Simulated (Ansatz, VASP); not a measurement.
One calculation of ZrTi3C2, two programs

The input INCAR:

```
SYSTEM = ZrTi3C2
PREC = Accurate
ENCUT = 520
EDIFF = 1E-6
ISMEAR = 0
SIGMA = 0.1
LREAL = .False.
LASPH = .True.
NELM = 60
ALGO = Normal
ISIF = 2
LWAVE = .False.
LCHARG = .False.
GGA = PE
NBANDS = 37
```

File KPOINTS:

```
Automatic mesh
0
Gamma
  6 6 4
  0 0 0
```

File POSCAR:

```
ZrTi3C2
1.0
    4.8241599900      0.0000000000      0.0000000000
   -2.4120800000      4.1778451000      0.0000000000
    0.0000000000      0.0000000000      4.4623935000
Zr Ti C
1 3 2
Direct
    0.0000000000      0.0000000000      0.5000000000
    0.5000000000      0.0000000000      0.5000000000
    0.0000000000      0.5000000000      0.5000000000
    0.5000000000      0.5000000000      0.5000000000
    0.3333333300      0.6666666700      0.6757290400
    0.6666666700      0.3333333300      0.3242709600
```

Input for Ansatz:

```yaml
crystal:
  lattice:
    - [4.82415999, 0.0, 0.0]
    - [-2.41208, 4.1778451, 0.0]
    - [0.0, 0.0, 4.4623935]
  atoms:
    - { symbol: Zr, position: [0.0, 0.0, 0.5] }
    - { symbol: Ti, position: [0.5, 0.0, 0.5] }
    - { symbol: Ti, position: [0.0, 0.5, 0.5] }
    - { symbol: Ti, position: [0.5, 0.5, 0.5] }
    - { symbol: C, position: [0.33333333, 0.66666667, 0.67572904] }
    - { symbol: C, position: [0.66666667, 0.33333333, 0.32427096] }
basis:
  ecutwfc: 420
kpoints:
  mp_grid: { grid: [6, 6, 4] }
hamiltonian:
  xc: pbe
scf:
  occupations: { method: gaussian, width: 0.1 }
  lower_state_search: "off"
output:
  forces: true
  stress: true
  eigenvalues: true
```

Alike in both runs: task single point; functional PBE; k mesh 6 × 6 × 4; occupations gaussian, width 0.1 eV; no spin polarisation.

|  | VASP | Ansatz |
| --- | --- | --- |
| version | VASP 6.6.1 | Ansatz 0.2.0 |
| potentials or method | VASP PAW PBE potentials, release 64 (Zr_sv, Ti_sv, C), cutoff 520 eV | scalar-relativistic, plane waves, PAW |
| valence electrons in the cell | 56 | 56 |

```tsv
	VASP	Ansatz	Ansatz less VASP
gap on the k mesh at the Fermi level (eV)	none	none	-
rms of the force components (eV/Å)	5.593	5.607	+0.0138
```

Atom by atom the forces differ by 0.014 eV/Å (rms over components). A gap of «none» marks a metal or a gap that the smearing closes. With one functional, cell and mesh, what is left measures potentials, basis and numerics.
